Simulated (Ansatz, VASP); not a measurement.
# One calculation of NaF, two programs

```
CELL_PARAMETERS angstrom
2.79349 0.00000 0.00000
0.00000 2.79349 0.00000
0.00000 0.00000 2.79349
ATOMIC_POSITIONS crystal
Na 0.00000 0.00000 0.00000
F 0.50000 0.50000 0.50000
```

Alike in both runs: task single point; functional PBE; k mesh 6 × 6 × 6; no spin polarisation.

|  | VASP | Ansatz |
| --- | --- | --- |
| version | VASP 6.6.1 | Ansatz 0.2.0 |
| potentials or method | VASP PAW PBE potentials, release 64 (Na_pv, F) | plane waves, PAW |
| plane-wave cutoff (eV) | 520 | 420 |
| occupations | gaussian, width 0.01 eV | fixed |
| valence electrons in the cell | 14 | 16 |

Ansatz gave:

| Item | Value |
| --- | --- |
| gap on the k mesh at the Fermi level (eV) | 6.13 |
| pressure (GPa) | 4.4 |

**Question.** Which values does VASP return?

**Answer.** gap on the k mesh at the Fermi level (eV): 6.11; pressure (GPa): 4.3.

VASP's potentials hold 14 valence electrons a cell and Ansatz's 16, so a difference there can come from the potentials and not from the codes.
